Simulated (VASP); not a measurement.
Runs of VASP 6.6.1 on B. The structure is that of space group Fd-3m (No. 227), or close to it. The cells are those of the table. 

```tsv
level	cell	k mesh	smearing	gap on the mesh (eV)	pressure (GPa)
r2SCAN	a = 2.902 Å, angles 60.0°, 2 atoms	14 × 14 × 14	fermi-dirac 0.1 eV	none	-6.3
r2SCAN	a = 2.874 Å, angles 60.0°, 2 atoms	14 × 14 × 14	fermi-dirac 0.1 eV	none	(a)
r2SCAN	a = 2.846 Å, angles 60.0°, 2 atoms	14 × 14 × 14	fermi-dirac 0.1 eV	none	4.2
PBE	a = 2.806 Å, angles 60.0°, 2 atoms	46 × 46 × 46	fermi-dirac 0.0612256 eV	none	(b)
r2SCAN	a = 2.816 Å, angles 60.0°, 2 atoms	14 × 14 × 14	fermi-dirac 0.1 eV	none	10.5
```

Alike in all rows: task single point; potentials or basis VASP PAW PBE potentials, release 64 (B); no spin polarisation; cutoff (eV) 520.

Question: Estimate the missing entries.

Answer: (a) -1.4; (b) 12.3.

Caveats: the PAW data sets were made with another functional, which shifts forces and pressure a little (some runs).

A gap of «none» marks levels without a gap at the run's occupations.
